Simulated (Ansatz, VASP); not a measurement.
# As: VASP beside Ansatz

INCAR

```
  ALGO = Normal
  DIPOL = 0.5 0.5 0.500
  EDIFF = 1E-7
  ENCUT = 520
  GGA = PE
  IDIPOL = 3
  ISIF = 2
  ISMEAR = 0
  LASPH = True
  LCHARG = False
  LDIPOL = True
  LREAL = False
  LWAVE = False
  NBANDS = 12
  NELM = 60
  PREC = Accurate
  SIGMA = 0.02
```

KPOINTS

```
k-points
0
Gamma
  9 9 1
```

Contents of POSCAR:

```
As
1.0
    3.6120000000      0.0000000000      0.0000000000
   -1.8060000000      3.1280837585      0.0000000000
    0.0000000000      0.0000000000     28.0000000000
As
2
Direct
    0.3333333333      0.6666666667      0.5159642857
    0.6666666667      0.3333333333      0.4840357143
```

Input for Ansatz:

```yaml
crystal:
  lattice:
    - [3.612, 0.0, 0.0]
    - [-1.806, 3.1280837585, 0.0]
    - [0.0, 0.0, 28.0]
  atoms:
    - { symbol: As, position: [0.3333333333, 0.6666666667, 0.5159642857] }
    - { symbol: As, position: [0.6666666667, 0.3333333333, 0.4840357143] }
  periodic: [true, true, false]
basis:
  ecutwfc: 420
kpoints:
  mp_grid: { grid: [9, 9, 1] }
hamiltonian:
  xc: pbe
scf:
  occupations: { method: gaussian, width: 0.02 }
output:
  forces: true
  stress: true
  eigenvalues: true
```

Alike in both runs: task single point; functional PBE; k mesh 9 × 9 × 1; occupations gaussian, width 0.02 eV; no spin polarisation.

|  | VASP | Ansatz |
| --- | --- | --- |
| version | VASP 6.6.1 | Ansatz 0.2.0 |
| potentials or method | VASP PAW PBE potentials, release 64 (As), cutoff 520 eV | scalar-relativistic, plane waves, PAW |
| valence electrons in the cell | 10 | 30 |

VASP gave:

| Property | Result |
| --- | --- |
| gap on the k mesh at the Fermi level (eV) | none |
| rms of the force components (eV/Å) | 2.966 |

What did Ansatz give for the same quantities?

gap on the k mesh at the Fermi level (eV): none; rms of the force components (eV/Å): 2.901.

Atom by atom the forces differ by 0.065 eV/Å (rms over components). A gap of «none» marks a metal or a gap that the smearing closes. VASP's potentials hold 10 valence electrons a cell and Ansatz's 30, so a difference there can come from the potentials and not from the codes.
